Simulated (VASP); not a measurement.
# HW4S8 in VASP: single point with PBE+D3(BJ)

Aim: the single point of HW4S8 with PBE+D3(BJ).

All numbers are computed with VASP 6.6.1; they aren't measurements. Logs are shortened: lines on timing, memory, paths and dates and some standing lists are left out, and cuts for length are marked.

## Step 1: The cell of the first run

The cell holds a slab with vacuum, 13 atoms: a = 6.314 Å, b = 6.314 Å, c = 21.145 Å, α = 90.00°, β = 90.00°, γ = 120.00°.

## Step 2: Single point, PBE+D3(BJ), collinear spin

Input file INCAR:

```
SYSTEM = HW4S8
ALGO     = Normal         ! electronic algorithm
DIPOL    = 0.5 0.5 0.464
EDIFF    = 1E-6           ! SCF threshold, eV
ENCUT    = 520            ! plane-wave cutoff, eV
GGA      = PE             ! functional
IDIPOL   = 3            
ISIF     = 2              ! what is computed and relaxed
ISMEAR   = 0              ! smearing method
ISPIN    = 2              ! spin polarisation
IVDW     = 12             ! dispersion correction
LASPH    = .TRUE.         ! aspherical terms in the spheres
LCHARG   = .FALSE.        ! write CHGCAR
LDIPOL   = .TRUE.       
LMAXMIX  = 4              ! l up to which the mixer works
LORBIT   = 11             ! projections on sites
LREAL    = .FALSE.        ! projectors in reciprocal space
LWAVE    = .FALSE.        ! write WAVECAR
MAGMOM   = 0 0 0 0 0 0 0 0 0 0 0 0 1 ! initial moments
NBANDS   = 68             ! bands
NELM     = 150            ! most SCF steps
PREC     = Accurate       ! precision mode
SIGMA    = 0.05           ! smearing width, eV
```

Input file KPOINTS:

```
k-points
0
G
  3 3 1
  0 0 0
```

Input file POSCAR:

```
HW4S8
1.0
    6.3144062686      0.0000000000      0.0000000000
   -3.1572031343      5.4684362384      0.0000000000
    0.0000000000      0.0000000000     21.1452666289
S W H
8 4 1
Direct
    0.6666666667      0.3333333333      0.3783352624
    0.6666666667      0.8333333333      0.3783352624
    0.1666666667      0.3333333333      0.3783352624
    0.1666666667      0.8333333333      0.3783352624
    0.6673704042      0.3326295958      0.5282704914
    0.6673704042      0.8347408084      0.5282704914
    0.1652591916      0.3326295958      0.5282704914
    0.1666666667      0.8333333333      0.5276914630
    0.3308722761      0.1617445521      0.4535487675
    0.3308722761      0.6691277239      0.4535487675
    0.8333333333      0.1666666667      0.4530248622
    0.8382554479      0.6691277239      0.4535487675
    0.1666666667      0.8333333333      0.5963553594
```

Potentials or basis: VASP PAW PBE potentials, release 64 (S, W_sv, H).

Launch:

```console
$ cat potpaw_PBE.64/S/POTCAR potpaw_PBE.64/W_sv/POTCAR potpaw_PBE.64/H/POTCAR > POTCAR
$ mpirun -np 1 vasp_std > vasp.out
```

OUTCAR:

```text
SYSTEM = HW4S8
   EDIFF = 1E-6
   ENCUT = 520
   GGA = PE
   ISIF = 2
   ISMEAR = 0
   ISPIN = 2
   IVDW = 12
   LASPH = .TRUE.
   LORBIT = 11
   LREAL = .FALSE.
   NELM = 150
   PREC = Accurate
 IVDW          = 12

 ion  position               nearest neighbor table
   1  0.667  0.333  0.378-  11 2.41  12 2.43   9 2.43
   2  0.667  0.833  0.378-  11 2.41  12 2.43  10 2.43
   3  0.167  0.333  0.378-  11 2.41  10 2.43   9 2.43
   4  0.167  0.833  0.378-   9 2.40  10 2.40  12 2.40
   5  0.667  0.333  0.528-  11 2.41  12 2.43   9 2.43
   6  0.667  0.835  0.528-  11 2.41  10 2.43  12 2.43
   7  0.165  0.333  0.528-  11 2.41  10 2.43   9 2.43
   8  0.167  0.833  0.528-  13 1.45   9 2.38  10 2.38  12 2.38
   9  0.331  0.162  0.454-   8 2.38   4 2.40   5 2.43   7 2.43   1 2.43   3 2.43  10 3.11  12 3.11
                            11 3.16  11 3.16  12 3.20  10 3.20
  10  0.331  0.669  0.454-   8 2.38   4 2.40   7 2.43   6 2.43   3 2.43   2 2.43   9 3.11  12 3.11
                            11 3.16  11 3.16   9 3.20  12 3.20
  11  0.833  0.167  0.453-   1 2.41   2 2.41   3 2.41   5 2.41   6 2.41   7 2.41  12 3.16   9 3.16
                            10 3.16  10 3.16  12 3.16   9 3.16
  12  0.838  0.669  0.454-   8 2.38   4 2.40   5 2.43   6 2.43   1 2.43   2 2.43   9 3.11  10 3.11
                            11 3.16  11 3.16   9 3.20  10 3.20
  13  0.167  0.833  0.596-   8 1.45

  LATTYP: Found a hexagonal cell.
 ALAT       =     6.3144062686
 C/A-ratio  =     3.3487339473

  Lattice vectors:

 A1 = (   6.3144062686,   0.0000000000,   0.0000000000)
 A2 = (  -3.1572031343,   5.4684362384,   0.0000000000)
 A3 = (   0.0000000000,   0.0000000000,  21.1452666289)

Analysis of symmetry for initial positions (statically):
=====================================================================
 Subroutine PRICEL returns:
 Original cell was already a primitive cell.

 Routine SETGRP: Setting up the symmetry group for a
 hexagonal supercell.

 Subroutine GETGRP returns: Found  6 space group operations
 (whereof  2 operations were pure point group operations)
 out of a pool of 24 trial point group operations.

The static configuration has the point symmetry C_1h.
 The point group associated with its full space group is C_3v.

Analysis of symmetry for dynamics (positions and initial velocities):
=====================================================================
 Subroutine PRICEL returns:
 Original cell was already a primitive cell.

 Routine SETGRP: Setting up the symmetry group for a
 hexagonal supercell.

 Subroutine GETGRP returns: Found  6 space group operations
 (whereof  2 operations were pure point group operations)
 out of a pool of 24 trial point group operations.

The dynamic configuration has the point symmetry C_1h.
 The point group associated with its full space group is C_3v.

Analysis of structural, dynamic, and magnetic symmetry:
=====================================================================
 Subroutine PRICEL returns:
 Original cell was already a primitive cell.

 Routine SETGRP: Setting up the symmetry group for a
 hexagonal supercell.

 Subroutine GETGRP returns: Found  6 space group operations
 (whereof  2 operations were pure point group operations)
 out of a pool of 24 trial point group operations.

The overall configuration has the point symmetry C_1h.
 The point group associated with its full space group is C_3v.

 Subroutine INISYM returns: Found  6 space group operations
 (whereof  2 operations are pure point group operations),
 and found     1 'primitive' translations

----------------------------------------------------------------------------------------

                                     Primitive cell

  volume of cell :     730.1445

  direct lattice vectors                    reciprocal lattice vectors
     6.314406269  0.000000000  0.000000000     0.158368017  0.091433817  0.000000000
    -3.157203134  5.468436238  0.000000000     0.000000000  0.182867635  0.000000000
     0.000000000  0.000000000 21.145266629     0.000000000  0.000000000  0.047291908

  length of vectors
     6.314406269  6.314406269 21.145266629     0.182867635  0.182867635  0.047291908

[... 87 lines left out ...]
   ISYM   =      2    0-nonsym 1-usesym 2-fastsym
   POTIM  = 0.5000    time-step for ionic-motion
   TEBEG  =    0.0;   TEEND  =   0.0 temperature during run
   PSTRESS=    0.0 pullay stress
   NELECT =     105.0000    total number of electrons
   NUPDOWN=      -1.0000    fix difference up-down
   EMIN   =  10.00;   EMAX   =-10.00  energy-range for DOS
   EFERMI =   0.00;   METHOD = LEGACY
   ISMEAR =     0;   SIGMA  =   0.05  broadening in eV -4-tet -1-fermi 0-gaus
   EFERMI_NEDOS =   21; number of points for ismear=-14 and -15
   IALGO  =     38    algorithm
   IMIX   =      4    mixing-type and parameters
     AMIX     =   0.40;   BMIX     =  1.00
     AMIX_MAG =   1.60;   BMIX_MAG =  1.00
  volume/ion in A,a.u.               =      56.16       379.02
  Fermi-wavevector in a.u.,A,eV,Ry     =   0.857699  1.620816 10.009097  0.735648
  Thomas-Fermi vector in A             =   1.974792
   LORBIT       =     11    0 simple, 1 ext, 2 COOP (PROOUT), +10 PAW based schemes
   GGA     = PE    functional components
   LHFCALC =     F    Hartree Fock is set to
   AEXX    =    0.0000 exact exchange contribution
   IVDW    =    12    specifies the selected vdW correction
   LEPSILON=     F    determine dielectric tensor
   LRPA    =     F    only Hartree local field effects (RPA)
 spin polarized calculation
 Gauss-broadening in eV      SIGMA  =   0.05
  energy-cutoff  :      520.00
  volume of cell :      730.14
 maximum number of plane-waves:     19717
 NGX is ok and might be reduce to    48
   NGX = 23   NGY = 23   NGZ = 79

 number of electron     105.0000001 magnetization       0.5555517

 dipolmoment           0.000000      0.000000     -0.105816 electrons x Angstroem

 Free energy of the ion-electron system (eV)
  ---------------------------------------------------
  ext. energy  EPLUGINS =         0.00000000
  ---------------------------------------------------
  free energy    TOTEN  =       -95.92483595 eV

  energy without entropy =      -95.91894638  energy(sigma->0) =      -95.92189117

 E-fermi :  -0.3153     XC(G=0):  -3.7710

 val. band max:       -0.3494898188   @ k =   0.3333   0.0000   0.0000
 cond. band min:      -0.1563887383   @ k =   0.3333   0.0000   0.0000
 fundamental gap:      0.1931010805
 Fermi energy:        -0.3152867076

 spin component 1

 k-point     1 :       0.0000    0.0000    0.0000
  band No.  band energies     occupation
      1     -75.8510      1.00000
      2     -75.8288      1.00000
      3     -75.8178      1.00000
      4     -75.8178      1.00000
      5     -40.2796      1.00000
      6     -40.2796      1.00000
[... 190 lines left out ...]
     63       1.3038      0.00000
     64       1.6455      0.00000
 Fermi energy:        -0.3152867076

 spin component 2

 k-point     1 :       0.0000    0.0000    0.0000
  band No.  band energies     occupation
      1     -75.8418      1.00000
      2     -75.7994      1.00000
      3     -75.7867      1.00000
      4     -75.7867      1.00000
      5     -40.2577      1.00000
      6     -40.2577      1.00000
[... 190 lines left out ...]
     63       1.3291      0.00000
     64       1.7371      0.00000
 [bands above 64 left out]

------------------------ aborting loop because EDIFF is reached ----------------------------------------

 vacuum level on the upper side and lower side of the slab       (xc-potential included)        -0.274         0.258

 Edisp (eV)   -3.80395

 E8    (eV) :    -1.6984

  FORCE on cell =-STRESS in cart. coord.  units (eV):
  Direction    XX          YY          ZZ          XY          YZ          ZX
  --------------------------------------------------------------------------------------
  -------------------------------------------------------------------------------------
  Total       0.60093     0.60093    -0.11682     0.00000     0.00000     0.00000
  in kB       1.31865     1.31865    -0.25635     0.00000     0.00000     0.00000
  external pressure =        0.79 kB  Pullay stress =        0.00 kB

 VOLUME and BASIS-vectors are now :
 -----------------------------------------------------------------------------
  energy-cutoff  :      520.00
  volume of cell :      730.14
      direct lattice vectors                 reciprocal lattice vectors
     6.314406269  0.000000000  0.000000000     0.158368017  0.091433817  0.000000000
    -3.157203134  5.468436238  0.000000000     0.000000000  0.182867635  0.000000000
     0.000000000  0.000000000 21.145266629     0.000000000  0.000000000  0.047291908

 POSITION                                       TOTAL-FORCE (eV/Angst)
 -----------------------------------------------------------------------------------
      3.15720      1.82281      8.00000        -0.119746      0.069135      0.188813
      1.57860      4.55703      8.00000        -0.000000     -0.138271      0.188813
      0.00000      1.82281      8.00000         0.119746      0.069135      0.188813
     -1.57860      4.55703      8.00000        -0.000000      0.000000     -0.576653
      3.16387      1.81896     11.17042         0.000617     -0.000356      0.008721
      1.57860      4.56473     11.17042        -0.000000      0.000713      0.008721
     -0.00667      1.81896     11.17042        -0.000617     -0.000356      0.008721
     -1.57860      4.55703     11.15818        -0.000000      0.000000      0.071457
      1.57860      0.88449      9.59041        -0.000000      0.009586     -0.012719
     -0.02331      3.65908      9.59041         0.008302     -0.004793     -0.012719
      4.73580      0.91141      9.57933        -0.000000      0.000000     -0.001149
      3.18051      3.65908      9.59041        -0.008302     -0.004793     -0.012719
     -1.57860      4.55703     12.61009        -0.000000      0.000000     -0.048099
 -----------------------------------------------------------------------------------
    total drift:                                0.000002     -0.000001      0.000385

  FREE ENERGIE OF THE ION-ELECTRON SYSTEM (eV)
  ---------------------------------------------------
  free  energy   TOTEN  =       -99.7287858978 eV

  energy  without entropy=      -99.7228963298  energy(sigma->0) =      -99.72584111

 vacuum level on the upper side and lower side of the slab         3.375         3.929

 total charge

# of ion       s       p       d       tot
------------------------------------------
    1        1.359   2.356   0.000   3.715
    2        1.359   2.356   0.000   3.715
    3        1.359   2.356   0.000   3.715
    4        1.360   2.363   0.000   3.722
    5        1.355   2.372   0.000   3.727
    6        1.355   2.372   0.000   3.727
    7        1.355   2.372   0.000   3.727
    8        1.340   2.403   0.000   3.743
    9        2.313   6.320   3.393  12.026
   10        2.313   6.320   3.393  12.026
   11        2.320   6.329   3.372  12.022
   12        2.313   6.320   3.393  12.026
   13        0.508   0.025   0.000   0.533
--------------------------------------------------
tot         20.612  44.262  13.551  78.425

 magnetization (x)

# of ion       s       p       d       tot
------------------------------------------
    1        0.000   0.001   0.000   0.001
    2        0.000   0.001   0.000   0.001
    3        0.000   0.001   0.000   0.001
    4        0.000   0.011   0.000   0.012
    5        0.001   0.014   0.000   0.015
    6        0.001   0.014   0.000   0.015
    7        0.001   0.014   0.000   0.015
    8        0.027   0.005   0.000   0.032
    9        0.002   0.001   0.062   0.065
   10        0.002   0.001   0.062   0.065
   11        0.001   0.000   0.014   0.015
   12        0.002   0.001   0.062   0.065
   13        0.047  -0.000   0.000   0.047
--------------------------------------------------
tot          0.086   0.064   0.199   0.349
```

It took 7.1 min on 1 thread of AMD EPYC 9R45 (Zen 5), shared host; peak memory 1.1 GiB.

What came out:

```yaml
Free_energy: -99.7288 eV
Largest_force: 0.577 eV/Å
Net_moment: 0.56 μB per cell
Site_moments: S +0.00, +0.01, +0.03 (each value once); W +0.07, +0.01 (each value once); H +0.05 μB
Valence_electrons_inside_the_program's_atomic_spheres: S 3.71, 3.72, 3.73, 3.74 (each value once); W 12.03, 12.02 (each value once); H 0.53
Dispersion_energy_per_atom: -0.293 eV
```

Forces on the atoms (eV/Å):
```
S   -0.120  0.069  0.189
S    0.000 -0.138  0.189
S    0.120  0.069  0.189
S    0.000  0.000 -0.577
S    0.001  0.000  0.009
S    0.000  0.001  0.009
S   -0.001  0.000  0.009
S    0.000  0.000  0.071
W    0.000  0.010 -0.013
W    0.008 -0.005 -0.013
W    0.000  0.000 -0.001
W   -0.008 -0.005 -0.013
H    0.000  0.000 -0.048
```

Levels at points of the mesh, in eV from the Fermi level:
Spin up:
```csv
k point,band 50,band 51,band 52,band 53,band 54,band 55,band 56,band 57
"(0.00, 0.00, 0.00)",-2.54,-2.54,-1.93,1.25,1.25,1.28,1.40,1.40
```
Spin down:
| k point | band 50 | band 51 | band 52 | band 53 | band 54 | band 55 |
| --- | --- | --- | --- | --- | --- | --- |
| (0.00, 0.00, 0.00) | -2.52 | -2.52 | -1.89 | 1.32 | 1.32 | 1.45 |

Caveat: the k points lie up to 0.38 Å⁻¹ apart; a moment this small can come from the mesh or the smearing; spin-orbit coupling is left out, which moves the levels of the heavy elements.
